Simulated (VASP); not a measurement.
# MgO (Fm-3m) in VASP: notebook

MgO is run at these levels: r2SCAN; tasks: single point.

All numbers are computed with VASP 6.6.1; they aren't measurements. Logs are shortened: lines on timing, memory, paths and dates and some standing lists are left out, and cuts for length are marked.

### 1 The cell of the first run

The structure is cubic, space group Fm-3m (No. 225). The conventional cell has a = 4.246 Å, b = 4.246 Å, c = 4.246 Å, α = 90.00°, β = 90.00°, γ = 90.00°. Within 2.8 Å of Mg (site symmetry m-3m) lie 6 O at 2.12 Å. Within 2.8 Å of O (site symmetry m-3m) lie 6 Mg at 2.12 Å.

### 2 Single point, r2SCAN (volume scaled by 1.03)

File POSCAR:

```
MgO
1.0
    0.0000000000      2.1229832853      2.1229832853
    2.1229832853      0.0000000000      2.1229832853
    2.1229832853      2.1229832853      0.0000000000
Mg O
1 1
Direct
    0.0000000000      0.0000000000      0.0000000000
    0.5000000000      0.5000000000      0.5000000000
```

File INCAR.step1:

```
SYSTEM = MgO
ALGO = Normal ; EDIFF = 1E-4
ENCUT = 520 ; GGA = PE
ISMEAR = 0 ; LASPH = .True.
LCHARG = .False. ; LREAL = .False.
LWAVE = .True. ; NBANDS = 11
NELM = 60 ; PREC = Accurate
SIGMA = 0.02
```

File INCAR.step2:

```
SYSTEM = MgO
ALGO = Normal ; EDIFF = 1E-6
ENCUT = 520 ; ISIF = 2
ISMEAR = 0 ; ISTART = 1
LASPH = .True. ; LCHARG = .False.
LMIXTAU = .True. ; LREAL = .False.
LWAVE = .False. ; METAGGA = R2SCAN
NBANDS = 11 ; NELM = 60
PREC = Accurate ; SIGMA = 0.02
```

File KPOINTS:

```
k-points
0
Gamma
  10 10 10
  0 0 0
```

Potentials or basis: VASP PAW PBE potentials, release 64 (Mg, O).

The run is started by

```
$ cat potpaw_PBE.64/Mg/POTCAR potpaw_PBE.64/O/POTCAR > POTCAR
$ cp INCAR.step1 INCAR
$ mpirun -np 1 vasp_std > vasp.out
$ cp INCAR.step2 INCAR
$ mpirun -np 1 vasp_std > vasp.out
```

OUTCAR:

```text
SYSTEM = MgO
   EDIFF = 1E-6
   ENCUT = 520
   ISIF = 2
   ISMEAR = 0
   ISTART = 1
   LASPH = .True.
   LREAL = .False.
   METAGGA = R2SCAN
   NELM = 60
   PREC = Accurate

 ion  position               nearest neighbor table
   1  0.000  0.000  0.000-   2 2.12   2 2.12   2 2.12   2 2.12   2 2.12   2 2.12
   2  0.500  0.500  0.500-   1 2.12   1 2.12   1 2.12   1 2.12   1 2.12   1 2.12

  LATTYP: Found a face centered cubic cell.
 ALAT       =     4.2459665706

  Lattice vectors:

 A1 = (   0.0000000000,   2.1229832853,   2.1229832853)
 A2 = (   2.1229832853,   0.0000000000,   2.1229832853)
 A3 = (   2.1229832853,   2.1229832853,   0.0000000000)

Analysis of symmetry for initial positions (statically):
=====================================================================
 Subroutine PRICEL returns:
 Original cell was already a primitive cell.

 Routine SETGRP: Setting up the symmetry group for a
 face centered cubic supercell.

 Subroutine GETGRP returns: Found 48 space group operations
 (whereof 48 operations were pure point group operations)
 out of a pool of 48 trial point group operations.

The static configuration has the point symmetry O_h .

Analysis of symmetry for dynamics (positions and initial velocities):
=====================================================================
 Subroutine PRICEL returns:
 Original cell was already a primitive cell.

 Routine SETGRP: Setting up the symmetry group for a
 face centered cubic supercell.

 Subroutine GETGRP returns: Found 48 space group operations
 (whereof 48 operations were pure point group operations)
 out of a pool of 48 trial point group operations.

The dynamic configuration has the point symmetry O_h .

 Subroutine INISYM returns: Found 48 space group operations
 (whereof 48 operations are pure point group operations),
 and found     1 'primitive' translations

----------------------------------------------------------------------------------------

                                     Primitive cell

  volume of cell :      19.1368

  direct lattice vectors                    reciprocal lattice vectors
     0.000000000  2.122983285  2.122983285    -0.235517634  0.235517634  0.235517634
     2.122983285  0.000000000  2.122983285     0.235517634 -0.235517634  0.235517634
     2.122983285  2.122983285  0.000000000     0.235517634  0.235517634 -0.235517634

  length of vectors
     3.002351755  3.002351755  3.002351755     0.407928508  0.407928508  0.407928508

  position of ions in fractional coordinates (direct lattice)
     0.000000000  0.000000000  0.000000000
     0.500000000  0.500000000  0.500000000

  ion indices of the primitive-cell ions
   primitive index   ion index
                 1           1
                 2           2

----------------------------------------------------------------------------------------

 KPOINTS: k-points

Automatic generation of k-mesh.
 Grid dimensions read from file:
 generate k-points for:   10   10   10

 Generating k-lattice:

  Cartesian coordinates                     Fractional coordinates (reciprocal lattice)
    -0.023551763  0.023551763  0.023551763     0.100000000  0.000000000  0.000000000
     0.023551763 -0.023551763  0.023551763     0.000000000  0.100000000  0.000000000
     0.023551763  0.023551763 -0.023551763     0.000000000  0.000000000  0.100000000

  Length of vectors
     0.040792851  0.040792851  0.040792851

  Shift w.r.t. Gamma in fractional coordinates (k-lattice)
     0.000000000  0.000000000  0.000000000

 Subroutine IBZKPT returns following result:
 ===========================================

 Found     47 irreducible k-points:

 Following reciprocal coordinates:
            Coordinates               Weight
  0.000000  0.000000  0.000000      1.000000
  0.100000  0.000000  0.000000      8.000000
  0.200000  0.000000  0.000000      8.000000
  0.300000  0.000000  0.000000      8.000000
  0.400000  0.000000  0.000000      8.000000
  0.500000  0.000000  0.000000      4.000000
[... 16 lines left out ...]
  0.300000  0.300000  0.000000      6.000000
  0.400000  0.300000  0.000000     24.000000
 [... further k-points ...]
   k-points           NKPTS =     47   k-points in BZ     NKDIM =     47   number of bands    NBANDS=     11
   number of dos      NEDOS =    301   number of ions     NIONS =      2
   total plane-waves  NPLWV =  13824
   dimension x,y,z NGX =    24 NGY =   24 NGZ =   24
   dimension x,y,z NGXF=    48 NGYF=   48 NGZF=   48
   ions per type =               1   1
   NGX,Y,Z   is equivalent  to a cutoff of  13.29, 13.29, 13.29 a.u.
   NGXF,Y,Z  is equivalent  to a cutoff of  26.58, 26.58, 26.58 a.u.
 SYSTEM =  MgO
   PREC   = accura    normal or accurate (medium, high low for compatibility)
   ISTART =      1    job   : 0-new  1-cont  2-samecut
   ICHARG =      0    charge: 1-file 2-atom 10-const
   ISPIN  =      1    spin polarized calculation?
   LNONCOLLINEAR =      F non collinear calculations
   LSORBIT =      F    spin-orbit coupling
   LASPH  =      T    aspherical Exc in radial PAW
   ENCUT  =  520.0 eV  38.22 Ry    6.18 a.u.   5.58  5.58  5.58*2*pi/ulx,y,z
   NELM   =     60;   NELMIN=  2; NELMDL=  0     # of ELM steps
   EDIFF  = 0.1E-05   stopping-criterion for ELM
   LREAL  =      F    real-space projection
   EDIFFG = 0.1E-04   stopping-criterion for IOM
   NSW    =      0    number of steps for IOM
   IBRION =     -1    ionic relax: 0-MD 1-quasi-New 2-CG
   NFREE  =      0    steps in history (QN), initial steepest desc. (CG)
   ISIF   =      2    stress and relaxation
   ISYM   =      2    0-nonsym 1-usesym 2-fastsym
   POTIM  = 0.5000    time-step for ionic-motion
   TEBEG  =    0.0;   TEEND  =   0.0 temperature during run
   PSTRESS=    0.0 pullay stress
   NELECT =       8.0000    total number of electrons
   NUPDOWN=      -1.0000    fix difference up-down
   EMIN   =  10.00;   EMAX   =-10.00  energy-range for DOS
   EFERMI =   0.00;   METHOD = LEGACY
   ISMEAR =     0;   SIGMA  =   0.02  broadening in eV -4-tet -1-fermi 0-gaus
   EFERMI_NEDOS =   21; number of points for ismear=-14 and -15
   IALGO  =     38    algorithm
   IMIX   =      4    mixing-type and parameters
     AMIX     =   0.40;   BMIX     =  1.00
     AMIX_MAG =   1.60;   BMIX_MAG =  1.00
  volume/ion in A,a.u.               =       9.57        64.57
  Fermi-wavevector in a.u.,A,eV,Ry     =   1.224094  2.313203 20.387067  1.498407
  Thomas-Fermi vector in A             =   2.359182
   LORBIT       =      0    0 simple, 1 ext, 2 COOP (PROOUT), +10 PAW based schemes
   METAGGA = R2SCAN    functional components
   LHFCALC =     F    Hartree Fock is set to
   AEXX    =    0.0000 exact exchange contribution
   IVDW    =     0    specifies the selected vdW correction
   LEPSILON=     F    determine dielectric tensor
   LRPA    =     F    only Hartree local field effects (RPA)
 non-spin polarized calculation
 Gauss-broadening in eV      SIGMA  =   0.02
  energy-cutoff  :      520.00
  volume of cell :       19.14
 maximum number of plane-waves:       532
 NGX is ok and might be reduce to    24
   NGX = 11   NGY = 11   NGZ = 11

 number of electron       8.0000004 magnetization

 Free energy of the ion-electron system (eV)
  ---------------------------------------------------
  ext. energy  EPLUGINS =         0.00000000
  ---------------------------------------------------
  free energy    TOTEN  =       -16.14970020 eV

  energy without entropy =      -16.14970020  energy(sigma->0) =      -16.14970020

 E-fermi :   2.7129     XC(G=0): -11.4718

 val. band max:        2.6018726250   @ k =   0.0000   0.0000   0.0000
 cond. band min:       7.9661249413   @ k =   0.0000   0.0000   0.0000
 fundamental gap:      5.3642523164
 Fermi energy:         2.7129364244

 k-point     1 :       0.0000    0.0000    0.0000
  band No.  band energies     occupation
      1     -15.4778      2.00000
      2       2.6019      2.00000
      3       2.6019      2.00000
      4       2.6019      2.00000
      5       7.9661      0.00000
      6      19.2928      0.00000
      7      19.2928      0.00000
      8      19.2928      0.00000
      9      23.3699      0.00000
     10      25.1117      0.00000
     11      25.1117      0.00000

 k-point     2 :       0.1000    0.0000    0.0000
  band No.  band energies     occupation
      1     -15.3783      2.00000
      2       1.9796      2.00000
      3       2.5353      2.00000
      4       2.5353      2.00000
      5       8.5818      0.00000
      6      18.0568      0.00000
      7      19.5361      0.00000
      8      19.5361      0.00000
      9      24.3587      0.00000
     10      24.3587      0.00000
     11      25.0177      0.00000

 k-point     3 :       0.2000    0.0000    0.0000
  band No.  band energies     occupation
      1     -15.1059      2.00000
      2       0.6887      2.00000
      3       2.3665      2.00000
      4       2.3665      2.00000
      5       9.7970      0.00000
      6      16.5395      0.00000
      7      20.0213      0.00000
      8      20.0213      0.00000
      9      23.6535      0.00000
     10      23.6535      0.00000
     11      25.9300      0.00000

 k-point     4 :       0.3000    0.0000    0.0000
  band No.  band energies     occupation
      1     -14.7418      2.00000
      2      -0.6109      2.00000
      3       2.1675      2.00000
      4       2.1675      2.00000
      5      10.7831      0.00000
      6      15.8455      0.00000
      7      20.1203      0.00000
      8      20.1203      0.00000
      9      24.1366      0.00000
     10      24.1366      0.00000
     11      25.3322      0.00000
[... 239 lines left out ...]
 k-point    22 :      -0.2000    0.2000    0.0000
  band No.  band energies     occupation
      1     -14.6333      2.00000
      2      -0.4188      2.00000
      3       1.2987      2.00000
      4       2.1639      2.00000
      5      11.7427      0.00000
      6      15.3912      0.00000
      7      18.6024      0.00000
      8      21.3126      0.00000
      9      22.0105      0.00000
     10      25.0436      0.00000
     11      28.5408      0.00000

 k-point    23 :       0.3000    0.3000    0.0000
  band No.  band energies     occupation
      1     -14.5529      2.00000
      2      -0.4767      2.00000
      3       1.6729      2.00000
      4       1.6729      2.00000
      5      12.1731      0.00000
      6      13.9218      0.00000
      7      17.9397      0.00000
      8      21.4953      0.00000
      9      21.4953      0.00000
     10      27.8079      0.00000
     11      31.0509      0.00000

 k-point    24 :       0.4000    0.3000    0.0000
  band No.  band energies     occupation
      1     -14.3256      2.00000
      2      -0.8959      2.00000
      3       1.3181      2.00000
      4       1.5259      2.00000
      5      12.9437      0.00000
      6      13.6489      0.00000
      7      17.1075      0.00000
      8      21.7465      0.00000
      9      21.9630      0.00000
     10      28.5793      0.00000
     11      30.5760      0.00000

 [... further k-points ...]
[... 5 lines left out ...]
  --------------------------------------------------------------------------------------
  -------------------------------------------------------------------------------------
  Total       -0.6878196     -0.6878196     -0.6878196     -0.0000000     -0.0000000      0.0000000
  in kB      -57.5858015    -57.5858015    -57.5858015     -0.0000000     -0.0000000      0.0000000
  external PRESSURE =     -57.5858015 kB  Pullay stress =       0.0000000 kB

 VOLUME and BASIS-vectors are now :
 -----------------------------------------------------------------------------
  energy-cutoff  :      520.00
  volume of cell :       19.14
      direct lattice vectors                 reciprocal lattice vectors
     0.000000000  2.122983285  2.122983285    -0.235517634  0.235517634  0.235517634
     2.122983285  0.000000000  2.122983285     0.235517634 -0.235517634  0.235517634
     2.122983285  2.122983285  0.000000000     0.235517634  0.235517634 -0.235517634

 POSITION                                       TOTAL-FORCE (eV/Angst)
 -----------------------------------------------------------------------------------
      0.00000      0.00000      0.00000         0.000000      0.000000      0.000000
      2.12298      2.12298      2.12298         0.000000      0.000000      0.000000
 -----------------------------------------------------------------------------------
    total drift:                               -0.000000     -0.000000      0.000000

  FREE ENERGIE OF THE ION-ELECTRON SYSTEM (eV)
  ---------------------------------------------------
  free  energy   TOTEN  =       -16.1497001973 eV

  energy  without entropy=      -16.1497001973  energy(sigma->0) =      -16.14970020
```

It took 24 s on 1 thread of Intel Xeon Platinum 8488C (Sapphire Rapids), shared host; peak memory 0.14 GiB.

What came out:

```
Free energy            : -16.1497 eV
Pressure               : -5.8 GPa
Band gap on the k mesh : 5.36 eV, direct
```

Levels at points of the mesh, in eV from the valence-band top:
| k point | band 2 | band 3 | band 4 | band 5 | band 6 | band 7 |
| --- | --- | --- | --- | --- | --- | --- |
| (0.00, 0.00, 0.00) | 0.00 | 0.00 | 0.00 | 5.36 | 16.69 | 16.69 |
| (0.50, 0.00, 0.00) | -4.50 | -0.65 | -0.65 | 8.64 | 13.52 | 17.17 |
| (0.50, 0.50, 0.00) | -4.00 | -1.34 | -1.34 | 10.00 | 10.79 | 14.02 |

Caveat: the PAW data sets were made with another functional, which shifts forces and pressure a little.

### 3 Single point, r2SCAN (volume scaled by 1.06)

File POSCAR:

```
MgO
1.0
    0.0000000000      2.1433978385      2.1433978385
    2.1433978385      0.0000000000      2.1433978385
    2.1433978385      2.1433978385      0.0000000000
Mg O
1 1
Direct
    0.0000000000      0.0000000000      0.0000000000
    0.5000000000      0.5000000000      0.5000000000
```

File INCAR.step1:

```
SYSTEM = MgO
  ALGO = Normal
  EDIFF = 1E-4
  ENCUT = 520
  GGA = PE
  ISMEAR = 0
  LASPH = .TRUE.
  LCHARG = .FALSE.
  LREAL = .FALSE.
  LWAVE = .TRUE.
  NBANDS = 11
  NELM = 60
  PREC = Accurate
  SIGMA = 0.02
```

File INCAR.step2:

```
SYSTEM = MgO
  ALGO = Normal
  EDIFF = 1E-6
  ENCUT = 520
  ISIF = 2
  ISMEAR = 0
  ISTART = 1
  LASPH = .TRUE.
  LCHARG = .TRUE.
  LELF = .TRUE.
  LMIXTAU = .TRUE.
  LREAL = .FALSE.
  LVHAR = .TRUE.
  LWAVE = .FALSE.
  METAGGA = R2SCAN
  NBANDS = 11
  NELM = 60
  PREC = Accurate
  SIGMA = 0.02
```

File KPOINTS:

```
k-points
0
G
  10 10 10
  0 0 0
```

Potentials or basis: VASP PAW PBE potentials, release 64 (Mg, O).

The run is started by

```
$ cat potpaw_PBE.64/Mg/POTCAR potpaw_PBE.64/O/POTCAR > POTCAR
$ cp INCAR.step1 INCAR
$ mpirun -np 1 vasp_std > vasp.out
$ cp INCAR.step2 INCAR
$ mpirun -np 1 vasp_std > vasp.out
```

OUTCAR:

```text
SYSTEM = MgO
   EDIFF = 1E-6
   ENCUT = 520
   ISIF = 2
   ISMEAR = 0
   ISTART = 1
   LASPH = .TRUE.
   LREAL = .FALSE.
   METAGGA = R2SCAN
   NELM = 60
   PREC = Accurate

 ion  position               nearest neighbor table
   1  0.000  0.000  0.000-   2 2.14   2 2.14   2 2.14   2 2.14   2 2.14   2 2.14
   2  0.500  0.500  0.500-   1 2.14   1 2.14   1 2.14   1 2.14   1 2.14   1 2.14

  LATTYP: Found a face centered cubic cell.
 ALAT       =     4.2867956770

  Lattice vectors:

 A1 = (   0.0000000000,   2.1433978385,   2.1433978385)
 A2 = (   2.1433978385,   0.0000000000,   2.1433978385)
 A3 = (   2.1433978385,   2.1433978385,   0.0000000000)
[... 514 lines left out ...]
      9      21.3710      0.00000
     10      28.0139      0.00000
     11      29.7877      0.00000

 [... further k-points ...]
[... 5 lines left out ...]
  --------------------------------------------------------------------------------------
  -------------------------------------------------------------------------------------
  Total       -1.1948047     -1.1948047     -1.1948047      0.0000000      0.0000000      0.0000000
  in kB      -97.2006437    -97.2006437    -97.2006437      0.0000000      0.0000000      0.0000000
  external PRESSURE =     -97.2006437 kB  Pullay stress =       0.0000000 kB

 VOLUME and BASIS-vectors are now :
 -----------------------------------------------------------------------------
  energy-cutoff  :      520.00
  volume of cell :       19.69
      direct lattice vectors                 reciprocal lattice vectors
     0.000000000  2.143397838  2.143397838    -0.233274472  0.233274472  0.233274472
     2.143397838  0.000000000  2.143397838     0.233274472 -0.233274472  0.233274472
     2.143397838  2.143397838  0.000000000     0.233274472  0.233274472 -0.233274472

 POSITION                                       TOTAL-FORCE (eV/Angst)
 -----------------------------------------------------------------------------------
      0.00000      0.00000      0.00000        -0.000000     -0.000000      0.000000
      2.14340      2.14340      2.14340         0.000000      0.000000      0.000000
 -----------------------------------------------------------------------------------
    total drift:                               -0.000000     -0.000000      0.000000

  FREE ENERGIE OF THE ION-ELECTRON SYSTEM (eV)
  ---------------------------------------------------
  free  energy   TOTEN  =       -16.1233312187 eV

  energy  without entropy=      -16.1233312187  energy(sigma->0) =      -16.12333122
```

OUTCAR.step1:

```text
SYSTEM = MgO
   EDIFF = 1E-4
   ENCUT = 520
   GGA = PE
   ISMEAR = 0
   LASPH = .TRUE.
   LREAL = .FALSE.
[... 556 lines left out ...]
      0.00000      0.00000      0.00000        -0.000000     -0.000000      0.000000
      2.14340      2.14340      2.14340         0.000000      0.000000     -0.000000
 -----------------------------------------------------------------------------------
    total drift:                               -0.000000     -0.000000      0.000000

  FREE ENERGIE OF THE ION-ELECTRON SYSTEM (eV)
  ---------------------------------------------------
  free  energy   TOTEN  =       -11.9054310960 eV

  energy  without entropy=      -11.9054310960  energy(sigma->0) =      -11.90543110
```

It took 24 s on 1 thread of Intel Xeon Platinum 8488C (Sapphire Rapids), shared host; peak memory 0.14 GiB.

Results:

```
Free energy            : -16.1233 eV
Pressure               : -9.7 GPa
Band gap on the k mesh : 5.09 eV, direct
```

Levels at points of the mesh, in eV from the valence-band top:
```tsv
k point	band 2	band 3	band 4	band 5	band 6	band 7
(0.00, 0.00, 0.00)	0.00	0.00	0.00	5.09	16.52	16.52
(0.50, 0.00, 0.00)	-4.38	-0.62	-0.62	8.45	13.18	16.87
(0.50, 0.50, 0.00)	-3.89	-1.30	-1.30	9.95	10.48	13.71
```

Caveat: the PAW data sets were made with another functional, which shifts forces and pressure a little.
